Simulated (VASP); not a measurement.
# Se (Fd-3m) in VASP: further runs

Se is run at these levels: PBEsol; tasks: single point.

Program: VASP 6.6.1. These are calculated values, not measurements. Logs are shortened: lines on timing, memory, paths and dates and some standing lists are left out, and cuts for length are marked.

### Step 1. The cell of the first run

It takes space group Fd-3m (No. 227, cubic). Conventional cell: a = 5.189 Å, b = 5.189 Å, c = 5.189 Å, α = 90.00°, β = 90.00°, γ = 90.00°. Se (site symmetry -43m) has 4 Se at 2.25 Å within 3.0 Å.

### Step 2. Single point, PBEsol (volume scaled by 0.58)

INCAR

```
SYSTEM = Se
ALGO = Normal
EDIFF = 1E-6
ENCUT = 520
GGA = PS
ISIF = 2
ISMEAR = -1
LASPH = .True.
LCHARG = .False.
LREAL = .False.
LWAVE = .False.
NBANDS = 13
NELM = 80
PREC = Accurate
SIGMA = 0.08
```

KPOINTS

```
k-points
0
Gamma
  11 11 11
  0 0 0
```

POSCAR

```
Se
1.0
    0.0000000000      2.5944036122      2.5944036122
    2.5944036122      0.0000000000      2.5944036122
    2.5944036122      2.5944036122      0.0000000000
Se
2
Direct
   -0.1250000000     -0.1250000000     -0.1250000000
    0.1250000000      0.1250000000      0.1250000000
```

Potentials or basis: VASP PAW PBE potentials, release 64 (Se).

Run with:

```console
$ cat potpaw_PBE.64/Se/POTCAR > POTCAR
$ mpirun -np 1 vasp_std > vasp.out
```

OUTCAR:

```text
SYSTEM = Se
   EDIFF = 1E-6
   ENCUT = 520
   GGA = PS
   ISIF = 2
   ISMEAR = -1
   LASPH = .True.
   LREAL = .False.
   NELM = 80
   PREC = Accurate

 ion  position               nearest neighbor table
   1  0.875  0.875  0.875-   2 2.25   2 2.25   2 2.25   2 2.25
   2  0.125  0.125  0.125-   1 2.25   1 2.25   1 2.25   1 2.25

  LATTYP: Found a face centered cubic cell.
 ALAT       =     5.1888072244

  Lattice vectors:

 A1 = (   0.0000000000,   2.5944036122,   2.5944036122)
 A2 = (   2.5944036122,   0.0000000000,   2.5944036122)
 A3 = (   2.5944036122,   2.5944036122,   0.0000000000)

Analysis of symmetry for initial positions (statically):
=====================================================================
 Subroutine PRICEL returns:
 Original cell was already a primitive cell.

 Routine SETGRP: Setting up the symmetry group for a
 face centered cubic supercell.

 Subroutine GETGRP returns: Found 48 space group operations
 (whereof 12 operations were pure point group operations)
 out of a pool of 48 trial point group operations.

The static configuration has the point symmetry D_3d.
 The point group associated with its full space group is O_h .

Analysis of symmetry for dynamics (positions and initial velocities):
=====================================================================
 Subroutine PRICEL returns:
 Original cell was already a primitive cell.

 Routine SETGRP: Setting up the symmetry group for a
 face centered cubic supercell.

 Subroutine GETGRP returns: Found 48 space group operations
 (whereof 12 operations were pure point group operations)
 out of a pool of 48 trial point group operations.

The dynamic configuration has the point symmetry D_3d.
 The point group associated with its full space group is O_h .

 Subroutine INISYM returns: Found 48 space group operations
 (whereof 12 operations are pure point group operations),
 and found     1 'primitive' translations

----------------------------------------------------------------------------------------

                                     Primitive cell

  volume of cell :      34.9255

  direct lattice vectors                    reciprocal lattice vectors
     0.000000000  2.594403612  2.594403612    -0.192722519  0.192722519  0.192722519
     2.594403612  0.000000000  2.594403612     0.192722519 -0.192722519  0.192722519
     2.594403612  2.594403612  0.000000000     0.192722519  0.192722519 -0.192722519

  length of vectors
     3.669040775  3.669040775  3.669040775     0.333805195  0.333805195  0.333805195

  position of ions in fractional coordinates (direct lattice)
     0.875000000  0.875000000  0.875000000
     0.125000000  0.125000000  0.125000000

  ion indices of the primitive-cell ions
   primitive index   ion index
                 1           1
                 2           2

----------------------------------------------------------------------------------------

 KPOINTS: k-points

Automatic generation of k-mesh.
 Grid dimensions read from file:
 generate k-points for:   11   11   11

 Generating k-lattice:

  Cartesian coordinates                     Fractional coordinates (reciprocal lattice)
    -0.017520229  0.017520229  0.017520229     0.090909091  0.000000000  0.000000000
     0.017520229 -0.017520229  0.017520229     0.000000000  0.090909091  0.000000000
     0.017520229  0.017520229 -0.017520229     0.000000000  0.000000000  0.090909091

  Length of vectors
     0.030345927  0.030345927  0.030345927

  Shift w.r.t. Gamma in fractional coordinates (k-lattice)
     0.000000000  0.000000000  0.000000000

 Subroutine IBZKPT returns following result:
 ===========================================

 Found     56 irreducible k-points:

 Following reciprocal coordinates:
            Coordinates               Weight
  0.000000  0.000000  0.000000      1.000000
  0.090909  0.000000  0.000000      8.000000
  0.181818  0.000000  0.000000      8.000000
  0.272727  0.000000  0.000000      8.000000
  0.363636  0.000000  0.000000      8.000000
  0.454545  0.000000  0.000000      8.000000
[... 16 lines left out ...]
 -0.272727  0.181818  0.000000     24.000000
 -0.181818  0.181818  0.000000     12.000000
 [... further k-points ...]
   k-points           NKPTS =     56   k-points in BZ     NKDIM =     56   number of bands    NBANDS=     13
   number of dos      NEDOS =    301   number of ions     NIONS =      2
   total plane-waves  NPLWV =  21952
   dimension x,y,z NGX =    28 NGY =   28 NGZ =   28
   dimension x,y,z NGXF=    56 NGYF=   56 NGZF=   56
   ions per type =               2
   NGX,Y,Z   is equivalent  to a cutoff of  12.69, 12.69, 12.69 a.u.
   NGXF,Y,Z  is equivalent  to a cutoff of  25.37, 25.37, 25.37 a.u.
 SYSTEM =  Se
   PREC   = accura    normal or accurate (medium, high low for compatibility)
   ISTART =      0    job   : 0-new  1-cont  2-samecut
   ICHARG =      2    charge: 1-file 2-atom 10-const
   ISPIN  =      1    spin polarized calculation?
   LNONCOLLINEAR =      F non collinear calculations
   LSORBIT =      F    spin-orbit coupling
   LASPH  =      T    aspherical Exc in radial PAW
   ENCUT  =  520.0 eV  38.22 Ry    6.18 a.u.   6.82  6.82  6.82*2*pi/ulx,y,z
   NELM   =     80;   NELMIN=  2; NELMDL= -5     # of ELM steps
   EDIFF  = 0.1E-05   stopping-criterion for ELM
   LREAL  =      F    real-space projection
   EDIFFG = 0.1E-04   stopping-criterion for IOM
   NSW    =      0    number of steps for IOM
   IBRION =     -1    ionic relax: 0-MD 1-quasi-New 2-CG
   NFREE  =      0    steps in history (QN), initial steepest desc. (CG)
   ISIF   =      2    stress and relaxation
   ISYM   =      2    0-nonsym 1-usesym 2-fastsym
   POTIM  = 0.5000    time-step for ionic-motion
   TEBEG  =    0.0;   TEEND  =   0.0 temperature during run
   PSTRESS=    0.0 pullay stress
   NELECT =      12.0000    total number of electrons
   NUPDOWN=      -1.0000    fix difference up-down
   EMIN   =  10.00;   EMAX   =-10.00  energy-range for DOS
   EFERMI =   0.00;   METHOD = LEGACY
   ISMEAR =    -1;   SIGMA  =   0.08  broadening in eV -4-tet -1-fermi 0-gaus
   EFERMI_NEDOS =   21; number of points for ismear=-14 and -15
   IALGO  =     38    algorithm
   IMIX   =      4    mixing-type and parameters
     AMIX     =   0.40;   BMIX     =  1.00
     AMIX_MAG =   1.60;   BMIX_MAG =  1.00
  volume/ion in A,a.u.               =      17.46       117.84
  Fermi-wavevector in a.u.,A,eV,Ry     =   1.146624  2.166805 17.888215  1.314747
  Thomas-Fermi vector in A             =   2.283308
   LORBIT       =      0    0 simple, 1 ext, 2 COOP (PROOUT), +10 PAW based schemes
   GGA     = PS    functional components
   LHFCALC =     F    Hartree Fock is set to
   AEXX    =    0.0000 exact exchange contribution
   IVDW    =     0    specifies the selected vdW correction
   LEPSILON=     F    determine dielectric tensor
   LRPA    =     F    only Hartree local field effects (RPA)
 non-spin polarized calculation
  energy-cutoff  :      520.00
  volume of cell :       34.93
 maximum number of plane-waves:       954
   NGX = 13   NGY = 13   NGZ = 13

 number of electron      11.9999997 magnetization

 Free energy of the ion-electron system (eV)
  ---------------------------------------------------
  ext. energy  EPLUGINS =         0.00000000
  ---------------------------------------------------
  free energy    TOTEN  =        -3.10031118 eV

  energy without entropy =       -3.07373617  energy(sigma->0) =       -3.08702368

 E-fermi :   8.3191     XC(G=0): -11.0399

 val. band max:        8.2740794520   @ k =  -0.3636   0.2727   0.0909
 cond. band min:       8.3409454091   @ k =   0.2727   0.0909   0.0000
 fundamental gap:      0.0668659570
 Fermi energy:         8.3190546951

 k-point     1 :       0.0000    0.0000    0.0000
  band No.  band energies     occupation
      1     -12.2197      2.00000
      2       1.1870      2.00000
      3       2.6556      2.00000
      4       2.6556      2.00000
      5       2.6556      2.00000
      6       6.5073      2.00000
      7       6.5073      2.00000
      8       6.5073      2.00000
      9      12.5913      0.00000
     10      15.3535      0.00000
     11      15.3535      0.00000
     12      18.0876      0.00000
     13      18.0876      0.00000

 k-point     2 :       0.0909    0.0000    0.0000
  band No.  band energies     occupation
      1     -12.1103      2.00000
      2      -0.0244      2.00000
      3       2.4919      2.00000
      4       2.4919      2.00000
      5       3.3823      2.00000
      6       6.7493      2.00000
      7       6.7493      2.00000
      8       6.8412      2.00000
      9      13.0802      0.00000
     10      14.9069      0.00000
     11      14.9069      0.00000
     12      17.6460      0.00000
     13      18.9559      0.00000

 k-point     3 :       0.1818    0.0000    0.0000
  band No.  band energies     occupation
      1     -11.7893      2.00000
      2      -1.8116      2.00000
      3       2.1282      2.00000
      4       2.1282      2.00000
      5       3.6865      2.00000
      6       7.2896      1.99999
      7       7.2896      1.99999
      8       8.0436      1.93806
      9      14.1349      0.00000
     10      14.3992      0.00000
     11      14.3992      0.00000
     12      17.1579      0.00000
     13      20.7673      0.00000

 k-point     4 :       0.2727    0.0000    0.0000
  band No.  band energies     occupation
      1     -11.2836      2.00000
      2      -3.5287      2.00000
      3       1.7525      2.00000
      4       1.7525      2.00000
      5       3.5082      2.00000
      6       7.7939      1.99719
      7       7.7939      1.99719
      8       9.8206      0.00000
      9      14.4762      0.00000
     10      14.4762      0.00000
     11      14.5655      0.00000
     12      17.8527      0.00000
     13      22.7555      0.00000

 k-point     5 :       0.3636    0.0000    0.0000
  band No.  band energies     occupation
      1     -10.6692      2.00000
      2      -4.9876      2.00000
      3       1.4677      2.00000
      4       1.4677      2.00000
      5       3.2707      2.00000
      6       8.0666      1.91826
      7       8.0666      1.91826
      8      11.7241      0.00000
      9      14.4589      0.00000
     10      15.3153      0.00000
     11      15.3153      0.00000
     12      18.4741      0.00000
     13      21.4261      0.00000
[... 257 lines left out ...]
 k-point    22 :      -0.3636    0.1818    0.0000
  band No.  band energies     occupation
      1      -9.9135      2.00000
      2      -5.9452      2.00000
      3      -0.6647      2.00000
      4       1.0595      2.00000
      5       5.1106      2.00000
      6       8.4735      0.25328
      7       9.0438      0.00023
      8      11.5452      0.00000
      9      14.2408      0.00000
     10      14.6735      0.00000
     11      17.4358      0.00000
     12      19.0873      0.00000
     13      21.5975      0.00000

 k-point    23 :      -0.2727    0.1818    0.0000
  band No.  band energies     occupation
      1     -10.5113      2.00000
      2      -4.9286      2.00000
      3      -0.4522      2.00000
      4       1.4434      2.00000
      5       5.1535      2.00000
      6       8.4948      0.19998
      7       8.5327      0.12940
      8      10.1468      0.00000
      9      13.6313      0.00000
     10      15.4602      0.00000
     11      17.0316      0.00000
     12      18.9920      0.00000
     13      20.7796      0.00000

 k-point    24 :      -0.1818    0.1818    0.0000
  band No.  band energies     occupation
      1     -11.1019      2.00000
      2      -3.7194      2.00000
      3       0.1287      2.00000
      4       1.8589      2.00000
      5       5.0057      2.00000
      6       7.8271      1.99574
      7       7.9678      1.97551
      8       9.4881      0.00000
      9      13.3246      0.00000
     10      15.5791      0.00000
     11      15.7021      0.00000
     12      18.9772      0.00000
     13      21.0678      0.00000

 [... further k-points ...]

------------------------ aborting loop because EDIFF is reached ----------------------------------------

  FORCE on cell =-STRESS in cart. coord.  units (eV):
  Direction    XX          YY          ZZ          XY          YZ          ZX
  --------------------------------------------------------------------------------------
  -------------------------------------------------------------------------------------
  Total       15.2359754     15.2359754     15.2359754      0.0000000      0.0000000      0.0000000
  in kB      698.9373183    698.9373183    698.9373183      0.0000000      0.0000000      0.0000000
  external PRESSURE =     698.9373183 kB  Pullay stress =       0.0000000 kB

 VOLUME and BASIS-vectors are now :
 -----------------------------------------------------------------------------
  energy-cutoff  :      520.00
  volume of cell :       34.93
      direct lattice vectors                 reciprocal lattice vectors
     0.000000000  2.594403612  2.594403612    -0.192722519  0.192722519  0.192722519
     2.594403612  0.000000000  2.594403612     0.192722519 -0.192722519  0.192722519
     2.594403612  2.594403612  0.000000000     0.192722519  0.192722519 -0.192722519

 POSITION                                       TOTAL-FORCE (eV/Angst)
 -----------------------------------------------------------------------------------
      4.54021      4.54021      4.54021        -0.000000     -0.000000     -0.000000
      0.64860      0.64860      0.64860         0.000000      0.000000      0.000000
 -----------------------------------------------------------------------------------
    total drift:                                0.000000     -0.000000     -0.000000

  FREE ENERGIE OF THE ION-ELECTRON SYSTEM (eV)
  ---------------------------------------------------
  free  energy   TOTEN  =        -3.1003111818 eV

  energy  without entropy=       -3.0737361732  energy(sigma->0) =       -3.08702368
```

Wall time 18 s (1 thread of Intel Xeon Platinum 8259CL at 2.50GHz (Skylake/Cascade Lake), shared host); peak memory 0.16 GiB.

What came out:

```yaml
Free_energy: -3.1003 eV
Pressure: 69.9 GPa
Band_gap_on_the_k_mesh: zero (band 6 reaches 9.42 eV, above the bottom of band 7 at 6.51 eV)
```

Caveat: the PAW data sets were made with another functional, which shifts forces and pressure a little.

(Continued in part 2 of 2.)
